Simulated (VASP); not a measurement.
# Ag (Im-3m) in VASP: further runs

Ag is run at these levels: PBE, revPBE+D3(BJ), revPBE+D4, BLYP+D3(BJ); tasks: single point.

Everything below comes from runs of VASP 6.6.1. Logs are shortened: lines on timing, memory, paths and dates and some standing lists are left out, and cuts for length are marked.

## (1) The cell of the first run

It takes space group Im-3m (No. 229, cubic). Conventional cell: a = 3.311 Å, b = 3.311 Å, c = 3.311 Å, α = 90.00°, β = 90.00°, γ = 90.00°. Within 3.8 Å of Ag (site symmetry m-3m) lie 14 Ag at 2.87 to 3.31 Å.

## (2) Single point, PBE

Contents of INCAR:

```
SYSTEM = Ag
  PREC = Accurate
  ENCUT = 520
  EDIFF = 1E-6
  ISMEAR = 0
  SIGMA = 0.026000000000000002
  LREAL = .False.
  LASPH = .True.
  NELM = 100
  ALGO = Normal
  ISIF = 2
  LWAVE = .False.
  LCHARG = .False.
  GGA = PE
  NBANDS = 12
```

Contents of KPOINTS:

```
regular mesh
0
Gamma
  11 11 11
  0 0 0
```

Contents of POSCAR:

```
Ag
1.0
   -1.6556540000      1.6556540000      1.6556540000
    1.6556540000     -1.6556540000      1.6556540000
    1.6556540000      1.6556540000     -1.6556540000
Ag
1
Direct
    0.0000000000      0.0000000000      0.0000000000
```

Potentials or basis: VASP PAW PBE potentials, release 64 (Ag).

Run with:

```
cat potpaw_PBE.64/Ag/POTCAR > POTCAR
mpirun -np 1 vasp_std > vasp.out
```

OUTCAR:

```text
SYSTEM = Ag
   PREC = Accurate
   ENCUT = 520
   EDIFF = 1E-6
   ISMEAR = 0
   LREAL = .False.
   LASPH = .True.
   NELM = 100
   ISIF = 2
   GGA = PE

 ion  position               nearest neighbor table
   1  0.000  0.000  0.000-

  LATTYP: Found a body centered cubic cell.
 ALAT       =     3.3113080000

  Lattice vectors:

 A1 = (  -1.6556540000,   1.6556540000,   1.6556540000)
 A2 = (   1.6556540000,  -1.6556540000,   1.6556540000)
 A3 = (   1.6556540000,   1.6556540000,  -1.6556540000)

Analysis of symmetry for initial positions (statically):
=====================================================================
 Subroutine PRICEL returns:
 Original cell was already a primitive cell.

 Routine SETGRP: Setting up the symmetry group for a
 body centered cubic supercell.

 Subroutine GETGRP returns: Found 48 space group operations
[... 9 lines left out ...]

 Routine SETGRP: Setting up the symmetry group for a
 body centered cubic supercell.

 Subroutine GETGRP returns: Found 48 space group operations
[... 11 lines left out ...]
                                     Primitive cell

  volume of cell :      18.1538

  direct lattice vectors                    reciprocal lattice vectors
    -1.655654000  1.655654000  1.655654000     0.000000000  0.301995465  0.301995465
     1.655654000 -1.655654000  1.655654000     0.301995465  0.000000000  0.301995465
     1.655654000  1.655654000 -1.655654000     0.301995465  0.301995465  0.000000000

  length of vectors
     2.867676848  2.867676848  2.867676848     0.427086083  0.427086083  0.427086083

  position of ions in fractional coordinates (direct lattice)
     0.000000000  0.000000000  0.000000000

  ion indices of the primitive-cell ions
   primitive index   ion index
                 1           1

----------------------------------------------------------------------------------------

 KPOINTS: regular mesh

Automatic generation of k-mesh.
 Grid dimensions read from file:
 generate k-points for:   11   11   11

 Generating k-lattice:

  Cartesian coordinates                     Fractional coordinates (reciprocal lattice)
     0.000000000  0.027454133  0.027454133     0.090909091  0.000000000  0.000000000
     0.027454133  0.000000000  0.027454133     0.000000000  0.090909091  0.000000000
     0.027454133  0.027454133  0.000000000     0.000000000  0.000000000  0.090909091

  Length of vectors
     0.038826008  0.038826008  0.038826008

  Shift w.r.t. Gamma in fractional coordinates (k-lattice)
     0.000000000  0.000000000  0.000000000

 Subroutine IBZKPT returns following result:
 ===========================================

 Found     56 irreducible k-points:

 Following reciprocal coordinates:
            Coordinates               Weight
  0.000000  0.000000  0.000000      1.000000
  0.090909  0.000000  0.000000     12.000000
  0.181818  0.000000  0.000000     12.000000
  0.272727  0.000000  0.000000     12.000000
  0.363636  0.000000  0.000000     12.000000
  0.454545  0.000000  0.000000     12.000000
[... 16 lines left out ...]
  0.272727  0.181818  0.090909     48.000000
  0.363636  0.181818  0.090909     24.000000
 [... further k-points ...]
   k-points           NKPTS =     56   k-points in BZ     NKDIM =     56   number of bands    NBANDS=     12
   number of dos      NEDOS =    301   number of ions     NIONS =      1
   total plane-waves  NPLWV =  13824
   dimension x,y,z NGX =    24 NGY =   24 NGZ =   24
   dimension x,y,z NGXF=    48 NGYF=   48 NGZF=   48
   ions per type =               1
   NGX,Y,Z   is equivalent  to a cutoff of  13.91, 13.91, 13.91 a.u.
   NGXF,Y,Z  is equivalent  to a cutoff of  27.83, 27.83, 27.83 a.u.
 SYSTEM =  Ag
   PREC   = accura    normal or accurate (medium, high low for compatibility)
   ISTART =      0    job   : 0-new  1-cont  2-samecut
   ICHARG =      2    charge: 1-file 2-atom 10-const
   ISPIN  =      1    spin polarized calculation?
   LNONCOLLINEAR =      F non collinear calculations
   LSORBIT =      F    spin-orbit coupling
   LASPH  =      T    aspherical Exc in radial PAW
   ENCUT  =  520.0 eV  38.22 Ry    6.18 a.u.   5.33  5.33  5.33*2*pi/ulx,y,z
   NELM   =    100;   NELMIN=  2; NELMDL= -5     # of ELM steps
   EDIFF  = 0.1E-05   stopping-criterion for ELM
   LREAL  =      F    real-space projection
   EDIFFG = 0.1E-04   stopping-criterion for IOM
   NSW    =      0    number of steps for IOM
   IBRION =     -1    ionic relax: 0-MD 1-quasi-New 2-CG
   NFREE  =      0    steps in history (QN), initial steepest desc. (CG)
   ISIF   =      2    stress and relaxation
   ISYM   =      2    0-nonsym 1-usesym 2-fastsym
   POTIM  = 0.5000    time-step for ionic-motion
   TEBEG  =    0.0;   TEEND  =   0.0 temperature during run
   PSTRESS=    0.0 pullay stress
   NELECT =      11.0000    total number of electrons
   NUPDOWN=      -1.0000    fix difference up-down
   EMIN   =  10.00;   EMAX   =-10.00  energy-range for DOS
   EFERMI =   0.00;   METHOD = LEGACY
   ISMEAR =     0;   SIGMA  =   0.03  broadening in eV -4-tet -1-fermi 0-gaus
   EFERMI_NEDOS =   21; number of points for ismear=-14 and -15
   IALGO  =     38    algorithm
   IMIX   =      4    mixing-type and parameters
     AMIX     =   0.40;   BMIX     =  1.00
     AMIX_MAG =   1.60;   BMIX_MAG =  1.00
  volume/ion in A,a.u.               =      18.15       122.51
  Fermi-wavevector in a.u.,A,eV,Ry     =   1.385318  2.617871 26.111022  1.919106
  Thomas-Fermi vector in A             =   2.509739
   LORBIT       =      0    0 simple, 1 ext, 2 COOP (PROOUT), +10 PAW based schemes
   GGA     = PE    functional components
   LHFCALC =     F    Hartree Fock is set to
   AEXX    =    0.0000 exact exchange contribution
   IVDW    =     0    specifies the selected vdW correction
   LEPSILON=     F    determine dielectric tensor
   LRPA    =     F    only Hartree local field effects (RPA)
 non-spin polarized calculation
 Gauss-broadening in eV      SIGMA  =   0.03
  energy-cutoff  :      520.00
  volume of cell :       18.15
 maximum number of plane-waves:       498
 NGX is ok and might be reduce to    24
   NGX = 11   NGY = 11   NGZ = 11

 number of electron      11.0000001 magnetization

 Free energy of the ion-electron system (eV)
  ---------------------------------------------------
  ext. energy  EPLUGINS =         0.00000000
  ---------------------------------------------------
  free energy    TOTEN  =        -2.69339533 eV

  energy without entropy =       -2.69286559  energy(sigma->0) =       -2.69313046

 E-fermi :   7.5566     XC(G=0): -11.8380

 val. band max:        7.5541722901   @ k =  -0.3636   0.4545   0.0909
 cond. band min:       7.7815930539   @ k =  -0.4545   0.4545   0.0909
 fundamental gap:      0.2274207639
 Fermi energy:         7.5566417702

 k-point     1 :       0.0000    0.0000    0.0000
  band No.  band energies     occupation
      1       0.2785      2.00000
      2       2.8972      2.00000
      3       2.8972      2.00000
      4       2.8972      2.00000
      5       4.0997      2.00000
      6       4.0997      2.00000
      7      25.3418      0.00000
      8      25.3418      0.00000
      9      25.3418      0.00000
     10      30.7071      0.00000
     11      30.7071      0.00000
     12      30.7071      0.00000

 k-point     2 :       0.0909    0.0000    0.0000
  band No.  band energies     occupation
      1       0.5356      2.00000
      2       2.8377      2.00000
      3       2.9083      2.00000
      4       3.0380      2.00000
      5       4.0382      2.00000
      6       4.1041      2.00000
      7      24.5323      0.00000
      8      25.1882      0.00000
      9      25.4887      0.00000
     10      28.7271      0.00000
     11      28.8691      0.00000
     12      29.2466      0.00000

 k-point     3 :       0.1818    0.0000    0.0000
  band No.  band energies     occupation
      1       1.2063      2.00000
      2       2.6819      2.00000
      3       2.9920      2.00000
      4       3.4337      2.00000
      5       3.9361      2.00000
      6       4.1190      2.00000
      7      21.8038      0.00000
      8      24.1439      0.00000
      9      25.8591      0.00000
     10      26.8176      0.00000
     11      27.6046      0.00000
     12      28.6881      0.00000

 k-point     4 :       0.2727    0.0000    0.0000
  band No.  band energies     occupation
      1       1.7281      2.00000
      2       2.4848      2.00000
      3       3.6427      2.00000
      4       3.9215      2.00000
      5       3.9981      2.00000
      6       4.1461      2.00000
      7      18.2483      0.00000
      8      22.6309      0.00000
      9      24.5025      0.00000
     10      26.2902      0.00000
     11      27.4661      0.00000
     12      30.0937      0.00000

 k-point     5 :       0.3636    0.0000    0.0000
  band No.  band energies     occupation
      1       1.6990      2.00000
      2       2.3101      2.00000
      3       3.9813      2.00000
      4       4.1786      2.00000
      5       4.5752      2.00000
      6       5.2787      2.00000
      7      14.7833      0.00000
      8      21.4319      0.00000
      9      22.6850      0.00000
     10      26.6330      0.00000
     11      27.6570      0.00000
     12      32.3051      0.00000

 k-point     6 :       0.4545    0.0000    0.0000
  band No.  band energies     occupation
      1       1.5839      2.00000
      2       2.2090      2.00000
      3       4.0383      2.00000
      4       4.2016      2.00000
      5       4.9523      2.00000
      6       7.2164      2.00000
      7      11.9677      0.00000
      8      20.7922      0.00000
      9      21.6695      0.00000
     10      26.8137      0.00000
     11      27.8780      0.00000
     12      31.7354      0.00000

 k-point     7 :       0.0909    0.0909    0.0000
  band No.  band energies     occupation
      1       1.0120      2.00000
      2       2.7818      2.00000
      3       2.8434      2.00000
      4       3.3546      2.00000
      5       3.9404      2.00000
      6       4.1308      2.00000
      7      23.2466      0.00000
      8      23.8038      0.00000
      9      25.8460      0.00000
     10      26.3930      0.00000
     11      28.3775      0.00000
     12      29.4877      0.00000

 k-point     8 :       0.1818    0.0909    0.0000
  band No.  band energies     occupation
      1       1.7016      2.00000
      2       2.6184      2.00000
      3       2.9487      2.00000
      4       3.8655      2.00000
      5       3.9542      2.00000
      6       4.2119      2.00000
      7      20.1746      0.00000
      8      22.1651      0.00000
      9      24.3844      0.00000
     10      26.3090      0.00000
     11      29.0306      0.00000
     12      29.4654      0.00000
[... 166 lines left out ...]
 k-point    20 :       0.3636    0.0909    0.0909
  band No.  band energies     occupation
      1       1.8750      2.00000
      2       2.2246      2.00000
      3       4.0911      2.00000
      4       4.1128      2.00000
      5       4.2083      2.00000
      6       8.4668      0.00000
      7      12.1886      0.00000
      8      19.0002      0.00000
      9      19.1647      0.00000
     10      28.3771      0.00000
     11      30.9120      0.00000
     12      32.2793      0.00000

 k-point    21 :      -0.0909    0.0909    0.0909
  band No.  band energies     occupation
      1       0.7873      2.00000
      2       2.9252      2.00000
      3       2.9252      2.00000
      4       3.0364      2.00000
      5       3.8928      2.00000
      6       4.1839      2.00000
      7      24.0694      0.00000
      8      25.3193      0.00000
      9      25.3193      0.00000
     10      26.4587      0.00000
     11      28.8340      0.00000
     12      28.8340      0.00000

 k-point    22 :       0.1818    0.1818    0.0909
  band No.  band energies     occupation
      1       2.2400      2.00000
      2       2.4714      2.00000
      3       2.9776      2.00000
      4       4.0499      2.00000
      5       4.1788      2.00000
      6       6.5417      2.00000
      7      16.9384      0.00000
      8      17.5920      0.00000
      9      19.6111      0.00000
     10      28.6829      0.00000
     11      32.4144      0.00000
     12      33.0846      0.00000

 k-point    23 :       0.2727    0.1818    0.0909
  band No.  band energies     occupation
      1       2.1390      2.00000
      2       2.3976      2.00000
      3       3.3817      2.00000
      4       4.1045      2.00000
      5       4.2303      2.00000
      6       8.4856      0.00000
      7      13.9779      0.00000
      8      16.4793      0.00000
      9      18.8890      0.00000
     10      29.3950      0.00000
     11      32.2265      0.00000
     12      33.4844      0.00000

 k-point    24 :       0.3636    0.1818    0.0909
  band No.  band energies     occupation
      1       2.0933      2.00000
      2       2.3608      2.00000
      3       3.5545      2.00000
      4       4.1392      2.00000
      5       4.2459      2.00000
      6      10.2927      0.00000
      7      11.7615      0.00000
      8      16.1471      0.00000
      9      18.6395      0.00000
     10      29.6147      0.00000
     11      32.1084      0.00000
     12      33.4971      0.00000

 [... further k-points ...]
[... 5 lines left out ...]
  --------------------------------------------------------------------------------------
  -------------------------------------------------------------------------------------
  Total       -0.1018610     -0.1018610     -0.1018610      0.0000000      0.0000000      0.0000000
  in kB       -8.9897928     -8.9897928     -8.9897928      0.0000000      0.0000000      0.0000000
  external PRESSURE =      -8.9897928 kB  Pullay stress =       0.0000000 kB

 VOLUME and BASIS-vectors are now :
 -----------------------------------------------------------------------------
  energy-cutoff  :      520.00
  volume of cell :       18.15
      direct lattice vectors                 reciprocal lattice vectors
    -1.655654000  1.655654000  1.655654000     0.000000000  0.301995465  0.301995465
     1.655654000 -1.655654000  1.655654000     0.301995465  0.000000000  0.301995465
     1.655654000  1.655654000 -1.655654000     0.301995465  0.301995465  0.000000000

 POSITION                                       TOTAL-FORCE (eV/Angst)
 -----------------------------------------------------------------------------------
      0.00000      0.00000      0.00000         0.000000     -0.000000     -0.000000
 -----------------------------------------------------------------------------------
    total drift:                                0.000000      0.000000      0.000000

  FREE ENERGIE OF THE ION-ELECTRON SYSTEM (eV)
  ---------------------------------------------------
  free  energy   TOTEN  =        -2.6933953324 eV

  energy  without entropy=       -2.6928655868  energy(sigma->0) =       -2.69313046
```

It took 16 s on 1 thread of Intel Xeon 8259CL, shared host; peak memory 0.14 GiB.

Results:

```yaml
Free_energy: -2.6934 eV
Pressure: -0.9 GPa
```

## (3) Single point, revPBE+D3(BJ)

This run uses another cell than the first one, of 16.68 Å³/atom, 0.919 times its volume.

Contents of INCAR:

```
  ALGO = Fast
  EDIFF = 1E-6
  ENCUT = 520
  GGA = RE
  ISIF = 2
  ISMEAR = -1
  IVDW = 12
  LASPH = T
  LCHARG = F
  LREAL = F
  LWAVE = F
  NBANDS = 12
  NELM = 60
  PREC = Accurate
  SIGMA = 0.05
```

Contents of KPOINTS:

```
k-points
0
Gamma
  11 11 11
```

Contents of POSCAR:

```
Ag
1.0
   -1.6094606495      1.6094606495      1.6094606495
    1.6094606495     -1.6094606495      1.6094606495
    1.6094606495      1.6094606495     -1.6094606495
Ag
1
Direct
    0.0000000000      0.0000000000      0.0000000000
```

Potentials or basis: VASP PAW PBE potentials, release 64 (Ag).

Run with:

```
cat potpaw_PBE.64/Ag/POTCAR > POTCAR
mpirun -np 1 vasp_std > vasp.out
```

It took 11 s on 1 thread of Intel Xeon 8259CL, shared host; peak memory 0.15 GiB.

The run converged. Its results:

- Free energy: -3.3678 eV
- Pressure: -0.1 GPa
- Dispersion energy per atom: -1.150 eV

Levels at points of the mesh, in eV from the Fermi level:
| k point | band 4 | band 5 | band 6 | band 7 | band 8 | band 9 |
| --- | --- | --- | --- | --- | --- | --- |
| (0.00, 0.00, 0.00) | -5.03 | -3.65 | -3.65 | 18.05 | 18.05 | 18.05 |

Caveat: the PAW data sets were made with another functional, which shifts forces and pressure a little; pairwise dispersion overbinds metals, which lowers pressure and volume.

## (4) Single point, revPBE+D4

This run uses another cell than the first one, of 17.05 Å³/atom, 0.939 times its volume.

Contents of INCAR:

```
  ALGO = Normal
  EDIFF = 1E-6
  ENCUT = 520
  GGA = RE
  ISIF = 2
  ISMEAR = -1
  IVDW = 13
  LASPH = T
  LCHARG = F
  LREAL = F
  LWAVE = F
  NBANDS = 12
  NELM = 100
  PREC = Accurate
  SIGMA = 0.05
```

KPOINTS is that of step 3.

Contents of POSCAR:

```
Ag
1.0
   -1.6215104291      1.6215104291      1.6215104291
    1.6215104291     -1.6215104291      1.6215104291
    1.6215104291      1.6215104291     -1.6215104291
Ag
1
Direct
    0.0000000000      0.0000000000      0.0000000000
```

Run with:

```
cat potpaw_PBE.64/Ag/POTCAR > POTCAR
mpirun -np 1 vasp_std > vasp.out
```

Wall time 9.7 s (1 thread of Intel Xeon 8259CL, shared host); peak memory 0.14 GiB.

It converged, with:

* Free energy: -3.2024 eV
* Pressure: -0.2 GPa
* Dispersion energy per atom: -0.961 eV

Levels at points of the mesh, in eV from the Fermi level:
| k point | band 2 | band 3 | band 4 | band 5 | band 6 | band 7 | band 8 | band 9 | band 10 | band 11 |
| --- | --- | --- | --- | --- | --- | --- | --- | --- | --- | --- |
| (0.00, 0.00, 0.00) | -4.94 | -4.94 | -4.94 | -3.61 | -3.61 | 17.97 | 17.97 | 17.97 | 24.37 | 24.37 |

Caveat: the PAW data sets were made with another functional, which shifts forces and pressure a little; pairwise dispersion overbinds metals, which lowers pressure and volume.

## (5) Single point, BLYP+D3(BJ)

This run uses another cell than the first one, of 17.07 Å³/atom, 0.940 times its volume.

Contents of INCAR:

```
AGGAC    = 1.0          
AGGAX    = 1.0          
ALDAC    = 0.0          
ALDAX    = 1.0          
ALGO     = Normal         # electronic algorithm
EDIFF    = 1E-6           # SCF threshold, eV
ENCUT    = 520            # plane-wave cutoff, eV
GGA      = B5             # functional
ISIF     = 2              # what is computed and relaxed
ISMEAR   = -1             # smearing method
IVDW     = 12             # dispersion correction
LASPH    = T              # aspherical terms in the spheres
LCHARG   = F              # write CHGCAR
LREAL    = F              # projectors in reciprocal space
LWAVE    = F              # write WAVECAR
NBANDS   = 12             # bands
NELM     = 60             # most SCF steps
PREC     = Accurate       # precision mode
SIGMA    = 0.05           # smearing width, eV
VDW_A1   = 0.4298       
VDW_A2   = 4.2359       
VDW_S6   = 1.0          
VDW_S8   = 2.6996
```

KPOINTS is that of step 4.

Contents of POSCAR:

```
Ag
1.0
   -1.6219137317      1.6219137317      1.6219137317
    1.6219137317     -1.6219137317      1.6219137317
    1.6219137317      1.6219137317     -1.6219137317
Ag
1
Direct
    0.0000000000      0.0000000000      0.0000000000
```

Run with:

```
cat potpaw_PBE.64/Ag/POTCAR > POTCAR
mpirun -np 1 vasp_std > vasp.out
```

Wall time 18 s (1 thread of Intel Xeon 8259CL, shared host); peak memory 0.15 GiB.

Results (log left out):

- Free energy: -3.3343 eV
- Pressure: 0.2 GPa
- Dispersion energy per atom: -1.341 eV

Levels at points of the mesh, in eV from the Fermi level:
```csv
k point,band 2,band 3,band 4,band 5,band 6,band 7,band 8,band 9,band 10,band 11
"(0.00, 0.00, 0.00)",-5.05,-5.05,-5.05,-3.71,-3.71,18.18,18.18,18.18,23.98,23.98
```

Caveat: the PAW data sets were made with another functional, which shifts forces and pressure a little; pairwise dispersion overbinds metals, which lowers pressure and volume.

## (6) The runs side by side

| level | cell | smearing | gap on the mesh (eV) | pressure (GPa) |
| --- | --- | --- | --- | --- |
| PBE | a = 2.868 Å, angles 109.5°, 1 atom | gaussian 0.026 eV | none | -0.9 |
| revPBE+D3(BJ) | a = 2.788 Å, angles 109.5°, 1 atom | fermi-dirac 0.05 eV | none | -0.1 |
| revPBE+D4 | a = 2.809 Å, angles 109.5°, 1 atom | fermi-dirac 0.05 eV | none | -0.2 |
| BLYP+D3(BJ) | a = 2.809 Å, angles 109.5°, 1 atom | fermi-dirac 0.05 eV | none | 0.2 |

Alike in all rows: task single point; potentials or basis VASP PAW PBE potentials, release 64 (Ag); no spin polarisation; k mesh 11 × 11 × 11; cutoff (eV) 520.

Caveats: the PAW data sets were made with another functional, which shifts forces and pressure a little (some runs); pairwise dispersion overbinds metals, which lowers pressure and volume (some runs).

Absolute energies hang on the potentials; compare differences alone.
